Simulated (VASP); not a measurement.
# B in VASP: further runs, part 2 of 2

VASP 6.6.1. Earlier steps stand in the parts before.

### 3 Single point, PBE

This run uses another cell than the first one: it holds 4 atoms, not 2.

Input file INCAR:

```
SYSTEM = B
PREC = Accurate
ENCUT = 520
EDIFF = 1E-6
ISMEAR = 0
SIGMA = 0.2
LREAL = .FALSE.
LASPH = .TRUE.
NELM = 80
ALGO = Normal
ISIF = 2
LWAVE = .FALSE.
LCHARG = .TRUE.
GGA = PE
LELF = .TRUE.
LVHAR = .TRUE.
NBANDS = 14
```

Input file KPOINTS:

```
regular mesh
0
G
  12 6 4
  0 0 0
```

Input file POSCAR:

```
B
1.0
   -1.6290935339      0.0001758163     -0.0157746293
   -0.0385054237     -0.0155684364     -3.8858119807
   -0.0001643983     -5.7139587616     -0.0220989570
B
4
Direct
    1.0049865360      0.3927095044      1.0005798345
    1.0050249037      0.3925385444      0.5006141555
    0.4949727856      0.6075002611      0.7493875782
    0.4950157746      0.6072516901      0.2494184317
```

Potentials or basis: VASP PAW PBE potentials, release 64 (B).

Started as:

```bash
$ cat potpaw_PBE.64/B/POTCAR > POTCAR
$ mpirun -np 1 vasp_std > vasp.out
```

OUTCAR:

```text
SYSTEM = B
   PREC = Accurate
   ENCUT = 520
   EDIFF = 1E-6
   ISMEAR = 0
   LREAL = .FALSE.
   LASPH = .TRUE.
   NELM = 80
   ISIF = 2
   GGA = PE

 ion  position               nearest neighbor table
   1  0.005  0.393  0.001-   4 1.84   4 1.84   3 1.84   3 1.84
   2  0.005  0.393  0.501-   3 1.84   3 1.84   4 1.84   4 1.84
   3  0.495  0.608  0.749-   2 1.84   2 1.84   1 1.84   1 1.84
   4  0.495  0.607  0.249-   1 1.84   1 1.84   2 1.84   2 1.84

  LATTYP: Found a triclinic cell.
 ALAT       =     5.0221454050
 B/A-ratio  =     0.3243972015
 C/A-ratio  =     1.1377610637
 COS(alpha) =     0.0000416995
 COS(beta)  =     0.0061196386
 COS(gamma) =     0.6336361861

  Lattice vectors:

 A1 = (   3.2196816441,  -0.0159200690,  -3.8542627221)
 A2 = (   1.6290935339,  -0.0001758163,   0.0157746293)
 A3 = (  -0.0001643983,  -5.7139587616,  -0.0220989570)

Analysis of symmetry for initial positions (statically):
=====================================================================
 Subroutine PRICEL returns:
 Original cell was already a primitive cell.

 Routine SETGRP: Setting up the symmetry group for a
 triclinic supercell.

 Subroutine GETGRP returns: Found  1 space group operations
 (whereof  1 operations were pure point group operations)
 out of a pool of  2 trial point group operations.

The static configuration has the point symmetry C_1 .

Analysis of symmetry for dynamics (positions and initial velocities):
=====================================================================
 Subroutine PRICEL returns:
 Original cell was already a primitive cell.

 Routine SETGRP: Setting up the symmetry group for a
 triclinic supercell.

 Subroutine GETGRP returns: Found  1 space group operations
 (whereof  1 operations were pure point group operations)
 out of a pool of  2 trial point group operations.

The dynamic configuration has the point symmetry C_1 .

 Subroutine INISYM returns: Found  1 space group operations
 (whereof  1 operations are pure point group operations),
 and found     1 'primitive' translations

----------------------------------------------------------------------------------------

                                     Primitive cell

  volume of cell :      36.1673

  direct lattice vectors                    reciprocal lattice vectors
    -1.629093534  0.000175816 -0.015774629    -0.613897202 -0.000005865  0.006083275
    -0.038505424 -0.015568436 -3.885811981     0.002492289  0.000995337 -0.257375155
    -0.000164398 -5.713958762 -0.022098957    -0.000025680 -0.175012726  0.000701440

  length of vectors
     1.629169915  3.886033941  5.714001498     0.613927342  0.257389147  0.175014133

  position of ions in fractional coordinates (direct lattice)
     0.004986536  0.392709504  0.000579835
     0.005024904  0.392538544  0.500614156
     0.494972786  0.607500261  0.749387578
     0.495015775  0.607251690  0.249418432

  ion indices of the primitive-cell ions
   primitive index   ion index
                 1           1
                 2           2
                 3           3
                 4           4

[... 53 lines left out ...]
   k-points           NKPTS =    148   k-points in BZ     NKDIM =    148   number of bands    NBANDS=     14
   number of dos      NEDOS =    301   number of ions     NIONS =      4
   total plane-waves  NPLWV =  15120
   dimension x,y,z NGX =    12 NGY =   30 NGZ =   42
   dimension x,y,z NGXF=    24 NGYF=   60 NGZF=   84
   ions per type =               4
   NGX,Y,Z   is equivalent  to a cutoff of  12.25, 12.83, 12.22 a.u.
   NGXF,Y,Z  is equivalent  to a cutoff of  24.49, 25.67, 24.44 a.u.
 SYSTEM =  B
   PREC   = accura    normal or accurate (medium, high low for compatibility)
   ISTART =      0    job   : 0-new  1-cont  2-samecut
   ICHARG =      2    charge: 1-file 2-atom 10-const
   ISPIN  =      1    spin polarized calculation?
   LNONCOLLINEAR =      F non collinear calculations
   LSORBIT =      F    spin-orbit coupling
   LASPH  =      T    aspherical Exc in radial PAW
   ENCUT  =  520.0 eV  38.22 Ry    6.18 a.u.   3.03  7.23 10.62*2*pi/ulx,y,z
   NELM   =     80;   NELMIN=  2; NELMDL= -5     # of ELM steps
   EDIFF  = 0.1E-05   stopping-criterion for ELM
   LREAL  =      F    real-space projection
   EDIFFG = 0.1E-04   stopping-criterion for IOM
   NSW    =      0    number of steps for IOM
   IBRION =     -1    ionic relax: 0-MD 1-quasi-New 2-CG
   NFREE  =      0    steps in history (QN), initial steepest desc. (CG)
   ISIF   =      2    stress and relaxation
   ISYM   =      2    0-nonsym 1-usesym 2-fastsym
   POTIM  = 0.5000    time-step for ionic-motion
   TEBEG  =    0.0;   TEEND  =   0.0 temperature during run
   PSTRESS=    0.0 pullay stress
   NELECT =      12.0000    total number of electrons
   NUPDOWN=      -1.0000    fix difference up-down
   EMIN   =  10.00;   EMAX   =-10.00  energy-range for DOS
   EFERMI =   0.00;   METHOD = LEGACY
   ISMEAR =     0;   SIGMA  =   0.20  broadening in eV -4-tet -1-fermi 0-gaus
   EFERMI_NEDOS =   21; number of points for ismear=-14 and -15
   IALGO  =     38    algorithm
   IMIX   =      4    mixing-type and parameters
     AMIX     =   0.40;   BMIX     =  1.00
     AMIX_MAG =   1.60;   BMIX_MAG =  1.00
  volume/ion in A,a.u.               =       9.04        61.02
  Fermi-wavevector in a.u.,A,eV,Ry     =   1.133347  2.141716 17.476364  1.284476
  Thomas-Fermi vector in A             =   2.270050
   LORBIT       =      0    0 simple, 1 ext, 2 COOP (PROOUT), +10 PAW based schemes
   GGA     = PE    functional components
   LHFCALC =     F    Hartree Fock is set to
   AEXX    =    0.0000 exact exchange contribution
   IVDW    =     0    specifies the selected vdW correction
   LEPSILON=     F    determine dielectric tensor
   LRPA    =     F    only Hartree local field effects (RPA)
 non-spin polarized calculation
 Gauss-broadening in eV      SIGMA  =   0.20
  energy-cutoff  :      520.00
  volume of cell :       36.17
 maximum number of plane-waves:       996
   NGX =  7   NGY = 15   NGZ = 21

 number of electron      12.0000000 magnetization

 Free energy of the ion-electron system (eV)
  ---------------------------------------------------
  ext. energy  EPLUGINS =         0.00000000
  ---------------------------------------------------
  free energy    TOTEN  =       -24.94510182 eV

  energy without entropy =      -24.93766334  energy(sigma->0) =      -24.94138258

 E-fermi :   4.4298     XC(G=0): -10.3466

 val. band max:        4.4274420345   @ k =   0.1667   0.1667   0.5000
 cond. band min:       4.4342089610   @ k =  -0.3333   0.1667   0.2500
 fundamental gap:      0.0067669265
 Fermi energy:         4.4297783666

 k-point     1 :       0.0000    0.0000    0.0000
  band No.  band energies     occupation
      1     -11.7347      2.00000
      2      -8.3355      2.00000
      3      -8.3312      2.00000
      4      -1.4073      2.00000
      5      -0.9366      2.00000
      6       1.3163      2.00000
      7       1.3854      2.00000
      8       2.1401      2.00000
      9       7.4807      0.00000
     10       9.6627      0.00000
     11       9.7558      0.00000
     12      12.9850      0.00000
     13      15.9361      0.00000
     14      20.0500      0.00000
[... 377 lines left out ...]
      1      -7.3024      2.00000
      2      -4.1302      2.00000
      3      -4.1253      2.00000
      4       0.4898      2.00000
      5       5.0078      0.00004
      6       5.3883      0.00000
      7       5.4328      0.00000
      8       6.4112      0.00000
      9      10.5699      0.00000
     10      12.7919      0.00000
     11      12.8319      0.00000
     12      15.1259      0.00000
     13      16.1601      0.00000
     14      16.3566      0.00000

 [... further k-points ...]

------------------------ aborting loop because EDIFF is reached ----------------------------------------

  FORCE on cell =-STRESS in cart. coord.  units (eV):
  Direction    XX          YY          ZZ          XY          YZ          ZX
  --------------------------------------------------------------------------------------
  -------------------------------------------------------------------------------------
  Total        0.0432092     -0.0044101     -0.0153595      0.0044985     -0.0068592      0.0088497
  in kB        1.9141245     -0.1953649     -0.6804101      0.1992808     -0.3038547      0.3920349
  external PRESSURE =       0.3461165 kB  Pullay stress =       0.0000000 kB

 VOLUME and BASIS-vectors are now :
 -----------------------------------------------------------------------------
  energy-cutoff  :      520.00
  volume of cell :       36.17
      direct lattice vectors                 reciprocal lattice vectors
    -1.629093534  0.000175816 -0.015774629    -0.613897202 -0.000005865  0.006083275
    -0.038505424 -0.015568436 -3.885811981     0.002492289  0.000995337 -0.257375155
    -0.000164398 -5.713958762 -0.022098957    -0.000025680 -0.175012726  0.000701440

 POSITION                                       TOTAL-FORCE (eV/Angst)
 -----------------------------------------------------------------------------------
     -0.02325     -0.00943     -1.52609        -0.000680      0.002027     -0.001904
     -0.02338     -2.86660     -1.53647        -0.000124      0.001187     -0.003283
     -0.82987     -4.29134     -2.38500         0.000111     -0.001577      0.003681
     -0.82985     -1.43453     -2.37299         0.000693     -0.001637      0.001507
 -----------------------------------------------------------------------------------
    total drift:                                0.000000     -0.000001      0.000006

  FREE ENERGIE OF THE ION-ELECTRON SYSTEM (eV)
  ---------------------------------------------------
  free  energy   TOTEN  =       -24.9451018182 eV

  energy  without entropy=      -24.9376633447  energy(sigma->0) =      -24.94138258
```

OSZICAR:

```text
N       E                     dE             d eps       ncg     rms          rms(c)
DAV:   1     0.182005149304E+02    0.18201E+02   -0.56214E+03  4152   0.753E+02
DAV:   2    -0.250426057065E+02   -0.43243E+02   -0.40907E+02  5428   0.158E+02
DAV:   3    -0.263806048817E+02   -0.13380E+01   -0.13281E+01  5598   0.229E+01
DAV:   4    -0.263863582281E+02   -0.57533E-02   -0.57521E-02  4794   0.173E+00
DAV:   5    -0.263864033778E+02   -0.45150E-04   -0.45148E-04  5804   0.136E-01    0.631E+00
DAV:   6    -0.252838872239E+02    0.11025E+01   -0.71665E-01  4660   0.451E+00    0.355E+00
DAV:   7    -0.249402547497E+02    0.34363E+00   -0.70287E-01  4824   0.460E+00    0.675E-01
DAV:   8    -0.249447370197E+02   -0.44823E-02   -0.38956E-02  4982   0.116E+00    0.193E-01
DAV:   9    -0.249450493471E+02   -0.31233E-03   -0.11989E-03  5032   0.222E-01    0.346E-02
DAV:  10    -0.249450888355E+02   -0.39488E-04   -0.10640E-04  5178   0.666E-02    0.131E-02
DAV:  11    -0.249451019431E+02   -0.13108E-04   -0.19167E-05  4930   0.263E-02    0.347E-03
DAV:  12    -0.249451018182E+02    0.12489E-06   -0.12548E-06  4482   0.702E-03
   1 F= -.24945102E+02 E0= -.24941383E+02  d E =-.743847E-02
```

stdout:

```text
POSCAR found type information on POSCAR B
 POSCAR found :  1 types and       4 ions
 scaLAPACK will be used
 LDA part: xc-table for (Slater+PW92), standard interpolation
 POSCAR, INCAR and KPOINTS ok, starting setup
 FFT: planning ... GRIDC
 FFT: planning ... GRID_SOFT
 FFT: planning ... GRID
 WAVECAR not read
 entering main loop
```

It took 19 s on 1 thread of Intel Xeon 6975P-C (Granite Rapids), shared host; peak memory 0.16 GiB.

What came out:

```yaml
Free_energy: -24.9451 eV
Pressure: 0.0 GPa
Largest_force: 0.004 eV/Å
Band_gap_on_the_k_mesh: zero (band 6 reaches 9.50 eV, above the bottom of band 7 at -0.02 eV)
```

Forces on the atoms (eV/Å):
```
B   -0.001  0.002 -0.002
B    0.000  0.001 -0.003
B    0.000 -0.002  0.004
B    0.001 -0.002  0.002
```

Levels at points of the mesh, in eV from the Fermi level:
| k point | band 4 | band 5 | band 6 | band 7 | band 8 | band 9 |
| --- | --- | --- | --- | --- | --- | --- |
| (0.00, 0.00, 0.00) | -5.84 | -5.37 | -3.11 | -3.04 | -2.29 | 3.05 |
| (0.50, 0.00, 0.00) | -6.25 | 3.32 | 3.32 | 6.31 | 6.61 | 7.32 |
| (0.00, 0.50, 0.00) | -8.13 | -5.27 | -4.50 | -4.45 | 1.59 | 3.25 |
| (0.50, 0.50, 0.00) | -6.18 | 3.48 | 3.48 | 5.26 | 5.46 | 7.38 |
| (0.00, 0.00, 0.50) | -8.71 | -5.05 | -5.05 | -2.02 | -2.02 | 5.21 |
| (0.50, 0.00, 0.50) | -6.70 | 5.00 | 5.00 | 5.00 | 5.01 | 6.94 |
| (0.00, 0.50, 0.50) | -8.56 | -7.18 | -7.18 | -0.64 | -0.64 | 7.69 |
| (0.50, 0.50, 0.50) | -6.62 | 5.07 | 5.07 | 5.07 | 5.07 | 6.03 |

### 4 Single point, PBE

This run uses another cell than the first one, of 9.12 Å³/atom, 1.077 times its volume.

Input file INCAR:

```
SYSTEM = B
PREC = Accurate
ENCUT = 520
EDIFF = 1E-7
ISMEAR = 0
SIGMA = 0.1
LREAL = .False.
LASPH = .True.
NELM = 80
ALGO = Normal
ISIF = 2
LWAVE = .False.
LCHARG = .False.
GGA = PE
NBANDS = 10
```

Input file KPOINTS:

```
regular mesh
0
Gamma
  34 20 14
  0 0 0
```

Input file POSCAR:

```
B
1.0
    1.6244429233      0.0000000000      0.0000000000
    0.0000000000      2.8661127158      0.0000000000
    0.0000000000      0.0000000000      3.9178863528
B
2
Direct
    0.0000000000      0.0000000000      0.6092432468
    0.5000000000      0.5000000000      0.3907567532
```

Started as:

```bash
$ cat potpaw_PBE.64/B/POTCAR > POTCAR
$ mpirun -np 1 vasp_std > vasp.out
```

It took 1.9 min on 1 thread of Intel Xeon Platinum 8488C (Sapphire Rapids), shared host; peak memory 0.33 GiB.

The run converged. Its results:

```
Free energy            : -12.4579 eV
Pressure               : 0.0 GPa
Band gap on the k mesh : zero (band 3 reaches 10.98 eV, above the bottom of band 4 at -0.14 eV)
```

Forces on the atoms (eV/Å):
```
B    0.000  0.000 -0.003
B    0.000  0.000  0.003
```

Stress tensor (GPa, compression positive):
```
 0.03  0.00  0.00
 0.00  0.00  0.00
 0.00  0.00 -0.07
```

Levels at points of the mesh, in eV from the Fermi level:
```tsv
k point	band 1	band 2	band 3	band 4	band 5	band 6
(0.00, 0.00, 0.00)	-16.11	-5.87	-5.31	-2.39	2.96	8.26
(0.50, 0.00, 0.00)	-7.00	-7.00	6.52	6.52	7.44	7.44
(0.00, 0.50, 0.00)	-12.71	-12.71	-3.15	-3.15	5.12	5.12
(0.50, 0.50, 0.00)	-6.16	-6.16	3.42	3.42	8.54	8.54
(0.00, 0.00, 0.50)	-15.87	-8.10	-5.21	1.39	3.14	7.19
(0.50, 0.00, 0.50)	-6.93	-6.93	5.45	5.45	7.49	7.49
(0.00, 0.50, 0.50)	-12.51	-12.51	-4.50	-4.50	9.84	9.84
(0.50, 0.50, 0.50)	-6.10	-6.10	3.57	3.57	7.92	7.92
```

Caveat: this functional lacks dispersion, which binds the layers, so the pressure and a relaxed spacing across them are unreliable.

### 5 Relaxation of cell and atoms, PBE

This run uses another cell than the first one, of 8.82 Å³/atom, 1.042 times its volume.

Input file INCAR:

```
ALGO     = Normal         # electronic algorithm
EDIFF    = 1E-7           # SCF threshold, eV
EDIFFG   = -0.01          # ionic threshold
ENCUT    = 600            # plane-wave cutoff, eV
GGA      = PE             # functional
IBRION   = 2              # ionic algorithm
ISIF     = 3              # what is computed and relaxed
ISMEAR   = 0              # smearing method
LASPH    = True           # aspherical terms in the spheres
LCHARG   = False          # write CHGCAR
LREAL    = False          # projectors in reciprocal space
LWAVE    = False          # write WAVECAR
NELM     = 100            # most SCF steps
NSW      = 100            # ionic steps
PREC     = Accurate       # precision mode
SIGMA    = 0.1            # smearing width, eV
```

Input file KPOINTS:

```
k-points
0
Gamma
  34 20 14
```

Input file POSCAR:

```
B
1.0
    1.6269709867      0.0000000000      0.0000000000
    0.0000000000      2.8674858459      0.0000000000
    0.0000000000      0.0000000000      3.7808284006
B
2
Direct
    0.0000000000      0.0000000000      0.6113217735
    0.5000000000      0.5000000000      0.3886782265
```

Started as:

```bash
$ cat potpaw_PBE.64/B/POTCAR > POTCAR
$ mpirun -np 1 vasp_std > vasp.out
```

It took 13 min on 1 thread of Intel Xeon Platinum 8488C (Sapphire Rapids), shared host; peak memory 0.31 GiB.

It converged, with:

```yaml
Free_energy: -12.4594 eV
Relaxed_volume: 9.12 Å³/atom
Relaxed_cell: a = 1.624 Å, b = 2.865 Å, c = 3.918 Å, α = 90.00°, β = 90.00°, γ = 90.00°
Space_group_after_relaxing_to_0.05_Å: Pmmn (No. 59)
Energy_gained_by_relaxing: 1.1 meV/atom
Ionic_steps: 15
Pressure_after_relaxing: 0.0 GPa
Largest_force_after_relaxing: 0.008 eV/Å
Band_gap_on_the_k_mesh: zero (band 3 reaches 10.98 eV, above the bottom of band 4 at -0.14 eV)
```

Forces on the atoms (eV/Å):
```
B    0.000  0.000 -0.008
B    0.000  0.000  0.008
```

Stress tensor (GPa, compression positive):
```
-0.03  0.00  0.00
 0.00  0.08  0.00
 0.00  0.00 -0.14
```

Step by step:
```tsv
step	energy change (eV)	largest force (eV/Å)	pressure (GPa)	volume (Å³)
1	0.0000	0.0378	0.19	17.64
2	-0.0007	0.0170	0.64	17.66
3	-0.0008	0.0048	1.00	17.69
4	-0.0012	0.0125	0.56	17.74
5	-0.0013	0.0367	-0.08	17.83
6	-0.0013	0.0349	-0.03	17.82
7	-0.0014	0.0354	0.01	17.85
8	-0.0016	0.0371	0.12	17.91
9	-0.0017	0.0438	0.36	18.04
10	-0.0017	0.0406	0.27	17.99
11	-0.0018	0.0408	0.06	18.03
12	-0.0019	0.0413	-0.29	18.12
13	-0.0020	0.0297	-0.14	18.15
14	-0.0021	0.0104	0.13	18.21
15	-0.0022	0.0081	-0.03	18.23
```

Final structure:
```yaml
crystal:
  lattice:
    - [1.62430, 0.00000, 0.00000]
    - [0.00000, 2.86499, 0.00000]
    - [0.00000, 0.00000, 3.91814]
  atoms:
    - { symbol: B, position: [0.00000, 0.00000, 0.60955] }
    - { symbol: B, position: [0.50000, 0.50000, 0.39045] }
```

Levels at points of the mesh, in eV from the Fermi level:
```tsv
k point	band 1	band 2	band 3	band 4	band 5	band 6
(0.00, 0.00, 0.00)	-16.11	-5.87	-5.29	-2.41	2.98	8.25
(0.50, 0.00, 0.00)	-6.99	-6.99	6.52	6.52	7.45	7.45
(0.00, 0.50, 0.00)	-12.71	-12.71	-3.15	-3.15	5.11	5.11
(0.50, 0.50, 0.00)	-6.15	-6.15	3.42	3.42	8.55	8.55
(0.00, 0.00, 0.50)	-15.86	-8.10	-5.19	1.39	3.16	7.18
(0.50, 0.00, 0.50)	-6.92	-6.92	5.45	5.45	7.51	7.51
(0.00, 0.50, 0.50)	-12.50	-12.50	-4.50	-4.50	9.82	9.82
(0.50, 0.50, 0.50)	-6.09	-6.09	3.58	3.58	7.91	7.91
```

Caveat: this functional lacks dispersion, which binds the layers, so the pressure and a relaxed spacing across them are unreliable.

### 6 Summary

```tsv
task	cell	k mesh	cutoff (eV)	smearing	gap on the mesh (eV)	pressure (GPa)	relaxed volume (Å³/atom)
relaxation of cell and atoms	relaxed from a = 1.852, b = 2.939, c = 3.111 Å, 2 atoms	10 × 6 × 6	600	gaussian 0.1 eV	none	0.1	9.01
single point	a = 1.629, b = 3.886, c = 5.714 Å, angles 89.5, 90.0, 88.9°, 4 atoms	12 × 6 × 4	520	gaussian 0.2 eV	none	0.0	-
single point	a = 1.624, b = 2.866, c = 3.918 Å, 2 atoms	34 × 20 × 14	520	gaussian 0.1 eV	none	0.0	-
relaxation of cell and atoms	relaxed from a = 1.627, b = 2.867, c = 3.781 Å, 2 atoms	34 × 20 × 14	600	gaussian 0.1 eV	none	0.0	9.12
```

Alike in all rows: level PBE; potentials or basis VASP PAW PBE potentials, release 64 (B); no spin polarisation.

Caveats: this functional lacks dispersion, which binds the layers, so the pressure and a relaxed spacing across them are unreliable (some runs).

Absolute energies hang on the potentials; compare differences alone.
